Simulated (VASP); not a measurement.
A run of VASP 6.6.1 is set up as follows.

The input INCAR:

```
SYSTEM = ReRh2
ALGO = Fast
EDIFF = 1E-7
EDIFFG = -0.04
ENCUT = 600
GGA = PE
IBRION = 2
ISIF = 3
ISMEAR = 0
LASPH = .TRUE.
LCHARG = .FALSE.
LREAL = .FALSE.
LWAVE = .FALSE.
NELM = 60
NSW = 90
PREC = Accurate
SIGMA = 0.1
```

Contents of KPOINTS:

```
k-points
0
G
  6 6 6
  0 0 0
```

POSCAR

```
ReRh2
1.0
    4.1890105255      0.0000000000      0.0000000000
   -2.0945052628      3.6277895319      0.0000000000
    0.0000000000      0.0000000000      2.6629144068
Re Rh
1 2
Direct
    0.0000000000      0.0000000000      0.0000000000
    0.3333333333      0.6666666667      0.5000000000
    0.6666666667      0.3333333333      0.5000000000
```

Potentials or basis: VASP PAW PBE potentials, release 64 (Re, Rh_pv).

Launch:

```sh
$ cat potpaw_PBE.64/Re/POTCAR potpaw_PBE.64/Rh_pv/POTCAR > POTCAR
$ mpirun -np 1 vasp_std > vasp.out
```

**Question.** Estimate the relaxed volume.

**Answer.** 14.37 Å³/atom.

**Question.** Estimate the space group after relaxing (to 0.1 Å).

**Answer.** P6/mmm (No. 191).

**Question.** What does it give for the band gap on the k mesh?

**Answer.** Zero (an odd number of electrons rules out a gap without spin polarisation).

**Question.** Estimate the relaxed cell.

**Answer.** a = 4.311 Å, b = 4.311 Å, c = 2.680 Å, α = 90.00°, β = 90.00°, γ = 120.00°.

The path:
```
step  energy change (eV)  largest force (eV/Å)  pressure (GPa)  volume (Å³)
   1              0.0000                0.0000           23.21        40.47
   2              1.2012                0.0000          -36.39        52.98
   3             -0.1999                0.0000           -2.41        43.53
   4             -0.2016                0.0000           -0.70        43.28
   5             -0.2016                0.0000           -0.36        43.23
   6             -0.2042                0.0000            0.64        43.06
   7             -0.2056                0.0000            0.20        43.12
```

Caveat: the k points lie up to 0.39 Å⁻¹ apart in the final cell, too coarse for converged energies and pressures of a metal; spin-orbit coupling is left out, which moves the levels of the heavy elements.
